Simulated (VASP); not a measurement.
# CaSiH6 (Cm) in VASP: settings compared

Aim: see how the results for CaSiH6 move with the level of theory and the settings. Levels: r2SCAN+rVV10, PBEsol. Tasks: single point, relaxation of cell and atoms.

Everything below comes from runs of VASP 6.6.1. Logs are shortened: lines on timing, memory, paths and dates and some standing lists are left out, and cuts for length are marked.

## 1. The cell of the first run

The typed cell holds 8 atoms: a = 4.326 Å, b = 4.326 Å, c = 7.268 Å, α = 89.99°, β = 89.99°, γ = 90.56°.

## 2. Single point, r2SCAN+rVV10

The input, POSCAR:

```
CaSiH6
1.0
    3.0441635773     -3.0742296993      0.0005668085
    3.0441635773      3.0742296993      0.0005668085
    0.0003355853      0.0000000000      7.2678571859
Ca Si H
1 1 6
Direct
    0.9550705277      0.9550705277      0.7418513002
    0.1305911760      0.1305911760      0.2415884513
    0.4648667965      0.0665759286      0.2415567507
    0.0665759286      0.4648667965      0.2415567507
    0.4554822199      0.9642283952      0.7420755679
    0.9642283952      0.4554822199      0.7420755679
   -0.0183708968     -0.0183708968      0.4027311352
   -0.0184431570     -0.0184431570      1.0805654563
```

The input, INCAR.step1:

```
ALGO = Normal
EDIFF = 1E-4
ENCUT = 520
GGA = PE
ISMEAR = -1
LASPH = True
LCHARG = False
LREAL = False
LWAVE = True
NBANDS = 20
NELM = 80
PREC = Accurate
SIGMA = 0.03
```

The input, INCAR.step2:

```
ALGO = Normal
BPARAM = 11.95
CPARAM = 0.0093
EDIFF = 1E-6
ENCUT = 520
ISIF = 2
ISMEAR = -1
ISTART = 1
IVDW_NL = 2
LASPH = True
LCHARG = False
LMIXTAU = True
LREAL = False
LUSE_VDW = True
LWAVE = False
METAGGA = R2SCAN
NBANDS = 20
NELM = 80
PREC = Accurate
SIGMA = 0.03
```

The input, KPOINTS:

```
k-points
0
Gamma
  6 6 4
```

Potentials or basis: VASP PAW PBE potentials, release 64 (Ca_sv, Si, H).

On the command line:

```sh
cat potpaw_PBE.64/Ca_sv/POTCAR potpaw_PBE.64/Si/POTCAR potpaw_PBE.64/H/POTCAR > POTCAR
cp INCAR.step1 INCAR
mpirun -np 1 vasp_std > vasp.out
cp INCAR.step2 INCAR
mpirun -np 1 vasp_std > vasp.out
```

OUTCAR:

```text
BPARAM = 11.95
   EDIFF = 1E-6
   ENCUT = 520
   ISIF = 2
   ISMEAR = -1
   ISTART = 1
   IVDW_NL = 2
   LASPH = True
   LREAL = False
   METAGGA = R2SCAN
   NELM = 80
   PREC = Accurate

 ion  position               nearest neighbor table
   1  0.955  0.955  0.742-
   2  0.131  0.131  0.242-   3 1.48   4 1.48   8 1.48   7 1.48
   3  0.465  0.067  0.242-   2 1.48
   4  0.067  0.465  0.242-   2 1.48
   5  0.455  0.964  0.742-
   6  0.964  0.455  0.742-
   7  0.982  0.982  0.403-   2 1.48
   8  0.982  0.982  0.081-   2 1.48

  LATTYP: Found a base centered monoclinic cell.
 ALAT       =     6.0883272601
 B/A-ratio  =     1.0098766272
 C/A-ratio  =     1.1937362896
 COS(beta)  =    -0.0002323690

  Lattice vectors:

 A1 = (  -3.0441635773,   3.0742296993,  -0.0005668085)
 A2 = (  -3.0441635773,  -3.0742296993,  -0.0005668085)
 A3 = (   0.0003355853,   0.0000000000,   7.2678571859)

Analysis of symmetry for initial positions (statically):
=====================================================================
 Subroutine PRICEL returns:
 Original cell was already a primitive cell.

 Routine SETGRP: Setting up the symmetry group for a
 base centered monoclinic supercell.

 Subroutine GETGRP returns: Found  2 space group operations
 (whereof  2 operations were pure point group operations)
 out of a pool of  4 trial point group operations.

The static configuration has the point symmetry C_1h.

Analysis of symmetry for dynamics (positions and initial velocities):
=====================================================================
 Subroutine PRICEL returns:
 Original cell was already a primitive cell.

 Routine SETGRP: Setting up the symmetry group for a
 base centered monoclinic supercell.

 Subroutine GETGRP returns: Found  2 space group operations
 (whereof  2 operations were pure point group operations)
 out of a pool of  4 trial point group operations.

The dynamic configuration has the point symmetry C_1h.

 Subroutine INISYM returns: Found  2 space group operations
 (whereof  2 operations are pure point group operations),
 and found     1 'primitive' translations

----------------------------------------------------------------------------------------

[... 106 lines left out ...]
   EDIFFG = 0.1E-04   stopping-criterion for IOM
   NSW    =      0    number of steps for IOM
   IBRION =     -1    ionic relax: 0-MD 1-quasi-New 2-CG
   NFREE  =      0    steps in history (QN), initial steepest desc. (CG)
   ISIF   =      2    stress and relaxation
   ISYM   =      2    0-nonsym 1-usesym 2-fastsym
   POTIM  = 0.5000    time-step for ionic-motion
   TEBEG  =    0.0;   TEEND  =   0.0 temperature during run
   PSTRESS=    0.0 pullay stress
   NELECT =      20.0000    total number of electrons
   NUPDOWN=      -1.0000    fix difference up-down
   EMIN   =  10.00;   EMAX   =-10.00  energy-range for DOS
   EFERMI =   0.00;   METHOD = LEGACY
   ISMEAR =    -1;   SIGMA  =   0.03  broadening in eV -4-tet -1-fermi 0-gaus
   EFERMI_NEDOS =   21; number of points for ismear=-14 and -15
   IALGO  =     38    algorithm
   IMIX   =      4    mixing-type and parameters
     AMIX     =   0.40;   BMIX     =  1.00
     AMIX_MAG =   1.60;   BMIX_MAG =  1.00
  volume/ion in A,a.u.               =      17.00       114.75
  Fermi-wavevector in a.u.,A,eV,Ry     =   0.864048  1.632814 10.157826  0.746579
  Thomas-Fermi vector in A             =   1.982088
   LORBIT       =      0    0 simple, 1 ext, 2 COOP (PROOUT), +10 PAW based schemes
   METAGGA = R2SCAN    functional components
   LHFCALC =     F    Hartree Fock is set to
   AEXX    =    0.0000 exact exchange contribution
   IVDW_NL    =     2    kernel type
   BPARAM     =11.9500
   IVDW    =     0    specifies the selected vdW correction
   LEPSILON=     F    determine dielectric tensor
   LRPA    =     F    only Hartree local field effects (RPA)
 non-spin polarized calculation
  energy-cutoff  :      520.00
  volume of cell :      136.03
 maximum number of plane-waves:      3698
   NGX = 17   NGY = 17   NGZ = 27

 number of electron      19.9999998 magnetization

 Free energy of the ion-electron system (eV)
  ---------------------------------------------------
  ext. energy  EPLUGINS =         0.00000000
  ---------------------------------------------------
  free energy    TOTEN  =       -36.37776810 eV

  energy without entropy =      -36.37776810  energy(sigma->0) =      -36.37776810

 E-fermi :  -0.5808     XC(G=0):  -6.7611

 val. band max:       -1.2896091702   @ k =   0.5000   0.5000  -0.0000
 cond. band min:       1.7088927272   @ k =   0.5000   0.0000  -0.0000
 fundamental gap:      2.9985018974
 Fermi energy:        -0.5808084826

 k-point     1 :       0.0000    0.0000    0.0000
  band No.  band energies     occupation
      1     -42.1713      2.00000
      2     -22.5620      2.00000
      3     -22.1622      2.00000
      4     -22.1555      2.00000
      5     -11.8172      2.00000
      6      -6.4927      2.00000
[... 541 lines left out ...]
     19       5.8118      0.00000
     20       6.7641      0.00000

 [... further k-points ...]

------------------------ aborting loop because EDIFF is reached ----------------------------------------

  FORCE on cell =-STRESS in cart. coord.  units (eV):
  Direction    XX          YY          ZZ          XY          YZ          ZX
  --------------------------------------------------------------------------------------
  -------------------------------------------------------------------------------------
  Total       -0.0662790     -0.0606699     -0.1504220      0.0000000      0.0000000      0.0006564
  in kB       -0.7806310     -0.7145670     -1.7716637      0.0000000      0.0000000      0.0077316
  external PRESSURE =      -1.0889539 kB  Pullay stress =       0.0000000 kB

 VOLUME and BASIS-vectors are now :
 -----------------------------------------------------------------------------
  energy-cutoff  :      520.00
  volume of cell :      136.03
      direct lattice vectors                 reciprocal lattice vectors
     3.044163577 -3.074229699  0.000566808     0.164248731 -0.162642369 -0.000007584
     3.044163577  3.074229699  0.000566808     0.164248731  0.162642369 -0.000007584
     0.000335585  0.000000000  7.267857186    -0.000025619  0.000000000  0.137592138

 POSITION                                       TOTAL-FORCE (eV/Angst)
 -----------------------------------------------------------------------------------
      5.81503      0.00000      5.39275        -0.001376      0.000000     -0.001338
      0.79516      0.00000      1.75598        -0.006743      0.000000     -0.000843
      1.61788     -1.22444      1.75590        -0.015323      0.026370      0.000356
      1.61788      1.22444      1.75590        -0.015323     -0.026370      0.000356
      4.32208      1.56400      5.39410        -0.000092      0.000039     -0.000488
      4.32208     -1.56400      5.39410        -0.000092     -0.000039     -0.000488
      5.97661      0.00000      2.92811         0.019649      0.000000     -0.027375
      5.97607      0.00000      0.58665         0.019298      0.000000      0.029819
 -----------------------------------------------------------------------------------
    total drift:                               -0.001989      0.000000     -0.000349

  FREE ENERGIE OF THE ION-ELECTRON SYSTEM (eV)
  ---------------------------------------------------
  free  energy   TOTEN  =       -36.3777681050 eV

  energy  without entropy=      -36.3777681050  energy(sigma->0) =      -36.37776810
```

OSZICAR.step1:

```text
N       E                     dE             d eps       ncg     rms          rms(c)
DAV:   1     0.956674023238E+02    0.95667E+02   -0.84711E+03  1880   0.814E+02
DAV:   2    -0.230215319687E+02   -0.11869E+03   -0.11606E+03  2124   0.207E+02
DAV:   3    -0.302054870403E+02   -0.71840E+01   -0.71515E+01  3372   0.439E+01
DAV:   4    -0.304735556834E+02   -0.26807E+00   -0.26751E+00  2748   0.698E+00
DAV:   5    -0.304905239577E+02   -0.16968E-01   -0.16968E-01  2792   0.124E+00    0.100E+01
DAV:   6    -0.286476255458E+02    0.18429E+01   -0.11804E+00  2192   0.396E+00    0.543E+00
DAV:   7    -0.278896291272E+02    0.75800E+00   -0.19733E+00  2216   0.516E+00    0.100E+00
DAV:   8    -0.278974179820E+02   -0.77889E-02   -0.13642E-01  2616   0.187E+00    0.318E-01
DAV:   9    -0.278922706347E+02    0.51473E-02   -0.12646E-02  2500   0.526E-01    0.180E-01
DAV:  10    -0.278912558268E+02    0.10148E-02   -0.15485E-02  2444   0.500E-01    0.943E-02
DAV:  11    -0.278911941538E+02    0.61673E-04   -0.15848E-03  2672   0.196E-01    0.365E-02
DAV:  12    -0.278913292142E+02   -0.13506E-03   -0.26491E-04  2356   0.915E-02    0.197E-02
DAV:  13    -0.278913411487E+02   -0.11934E-04   -0.27236E-05  1288   0.327E-02
   1 F= -.27891341E+02 E0= -.27891341E+02  d E =-.955388E-11
```

Wall time 8.7 min (1 thread of Intel Xeon 8259CL, shared host); peak memory 0.53 GiB.

Results:

* Free energy: -36.3778 eV
* Pressure: -0.1 GPa
* Largest force: 0.036 eV/Å
* Band gap on the k mesh: 3.00 eV (least direct gap 3.09 eV)

Forces in eV/Å, atoms in the order of the input:
```
Ca  -0.001  0.000 -0.001
Si  -0.007  0.000 -0.001
H   -0.015  0.026  0.000
H   -0.015 -0.026  0.000
H    0.000  0.000  0.000
H    0.000  0.000  0.000
H    0.020  0.000 -0.027
H    0.019  0.000  0.030
```

Caveat: the PAW data sets were made with another functional, which shifts forces and pressure a little. A k mesh can miss the band edges.

## 3. Relaxation of cell and atoms, PBEsol

This run uses another cell than the first one, of 13.00 Å³/atom.

The input, INCAR:

```
PREC = Accurate
ENCUT = 600
EDIFF = 1E-6
ISMEAR = -1
SIGMA = 0.03
LREAL = False
LASPH = True
NELM = 80
ALGO = Normal
ISIF = 3
LWAVE = False
LCHARG = False
GGA = PS
IBRION = 2
NSW = 100
EDIFFG = -0.01
```

The input, KPOINTS:

```
Automatic mesh
0
Gamma
  6 6 4
```

The input, POSCAR:

```
CaSiH6
1.0
    2.6994176200     -2.6753733800      0.0000000000
    2.6994176200      2.6753733800      0.0000000000
   -0.0010450700      0.0000000000      7.1976782100
Ca Si H
1 1 6
Direct
    0.9245849900      0.9245849900      0.7429305800
    0.0652468400      0.0652468400      0.2428590400
    0.5198060200      0.0249316100      0.2411817000
    0.0249316100      0.5198060200      0.2411817000
    0.4858080100      0.9745134600      0.7413075900
    0.9745134600      0.4858080100      0.7413075900
    0.0032263500      0.0032263500      0.4933676900
    0.0018837100      0.0018837100      0.9898650900
```

Potentials or basis: VASP PAW PBE potentials, release 64 (Ca_sv, Si, H).

On the command line:

```sh
cat potpaw_PBE.64/Ca_sv/POTCAR potpaw_PBE.64/Si/POTCAR potpaw_PBE.64/H/POTCAR > POTCAR
mpirun -np 1 vasp_std > vasp.out
```

Run time: 40 min. Hardware: 1 thread of Intel Xeon 8259CL, shared host; peak memory 0.31 GiB.

The run converged. Its results:

```yaml
Free_energy: -27.5629 eV
Relaxed_volume: 16.93 Å³/atom
Relaxed_cell: a = 4.296 Å, b = 4.296 Å, c = 7.340 Å, α = 90.02°, β = 90.02°, γ = 90.48°
Space_group_after_relaxing_to_0.1_Å: Amm2 (No. 38)
Energy_gained_by_relaxing: 540.9 meV/atom
Ionic_steps: 37
Pressure_after_relaxing: 0.0 GPa
Largest_force_after_relaxing: 0.010 eV/Å
Band_gap_on_the_k_mesh: 2.54 eV (least direct gap 2.64 eV)
```

Forces in eV/Å, atoms in the order of the input:
```
Ca   0.007  0.000  0.000
Si   0.005  0.000 -0.006
H   -0.006  0.008  0.001
H   -0.006 -0.008  0.001
H    0.002  0.006  0.001
H    0.002 -0.006  0.001
H   -0.006  0.000 -0.002
H   -0.001  0.000  0.005
```

The path:
```csv
step,energy change (eV),largest force (eV/Å),pressure (GPa),volume (Å³)
1,0.0000,4.1283,2.37,103.96
2,-2.1523,2.7132,0.67,106.86
3,-2.2484,3.0522,1.57,107.69
4,-3.3219,2.9321,5.19,111.36
5,-3.3519,3.0923,6.19,112.01
6,-3.7579,3.2768,3.76,124.33
7,-3.9074,1.5264,4.25,120.23
8,-4.1546,0.8193,-0.79,132.05
9,-4.1577,0.7558,-0.35,130.79
10,-4.2264,0.5377,-0.07,131.60
11,-4.2311,0.8883,0.05,131.87
12,-4.2775,0.3101,0.34,132.44
13,-4.2874,0.2970,0.56,132.83
14,-4.2999,0.1684,0.10,133.88
15,-4.3041,0.1823,-0.35,134.96
16,-4.3091,0.1162,-0.24,134.76
17,-4.3098,0.2407,-0.18,134.65
18,-4.3134,0.0902,-0.02,134.31
19,-4.3144,0.1066,0.12,134.01
20,-4.3164,0.1001,0.07,134.02
21,-4.3201,0.0916,-0.08,134.03
22,-4.3176,0.3001,-0.37,134.03
23,-4.3207,0.1570,-0.17,134.03
24,-4.3226,0.0852,-0.08,133.85
25,-4.3238,0.1935,0.07,133.57
26,-4.3252,0.0417,0.19,133.50
27,-4.3253,0.0391,0.24,133.47
28,-4.3261,0.0279,0.16,133.79
29,-4.3269,0.0566,0.00,134.57
30,-4.3271,0.0452,0.03,134.75
31,-4.3271,0.0437,0.03,134.72
32,-4.3273,0.0192,0.07,134.89
33,-4.3273,0.0196,0.07,134.91
34,-4.3274,0.0221,0.03,135.14
35,-4.3275,0.0273,-0.02,135.39
36,-4.3275,0.0327,-0.02,135.53
37,-4.3275,0.0097,-0.02,135.47
```

Final structure:
```
Ca Si H
1.0
     3.02519   -3.05055   -0.00075
     3.02519    3.05055   -0.00075
    -0.00200    0.00000    7.33977
Ca Si H
1 1 6
Direct
  0.94863 0.94863 0.74174
  0.13416 0.13416 0.24199
  0.47451 0.06934 0.24186
  0.06934 0.47451 0.24186
  0.44908 0.95848 0.74130
  0.95848 0.44908 0.74130
  0.98307 0.98307 0.40311
  0.98273 0.98273 0.08085
```

Levels at points of the mesh, in eV from the valence-band top:
| k point | band 6 | band 7 | band 8 | band 9 | band 10 | band 11 | band 12 | band 13 | band 14 | band 15 |
| --- | --- | --- | --- | --- | --- | --- | --- | --- | --- | --- |
| (0.00, 0.00, 0.00) | -4.99 | -4.10 | -4.07 | -2.29 | -0.47 | 2.76 | 3.03 | 3.25 | 4.24 | 4.85 |
| (0.50, 0.00, 0.00) | -5.62 | -4.82 | -3.91 | -1.30 | -0.38 | 2.54 | 3.30 | 3.35 | 5.16 | 5.32 |
| (0.50, 0.50, 0.00) | -5.58 | -5.25 | -4.66 | 0.00 | 0.00 | 2.64 | 2.92 | 3.52 | 3.53 | 4.19 |
| (0.00, 0.00, 0.50) | -5.18 | -4.07 | -4.03 | -2.10 | -0.48 | 2.71 | 2.90 | 3.21 | 4.38 | 5.24 |
| (0.50, 0.00, 0.50) | -5.59 | -4.97 | -3.88 | -1.21 | -0.46 | 3.21 | 3.43 | 3.46 | 4.37 | 5.31 |
| (0.50, 0.50, 0.50) | -5.54 | -5.25 | -4.79 | -0.07 | -0.04 | 3.03 | 3.04 | 3.84 | 3.92 | 4.15 |

Caveat: the volume moved by over 15 % at a fixed basis, so the end points are rough; the PAW data sets were made with another functional, which shifts forces and pressure a little. A k mesh can miss the band edges.
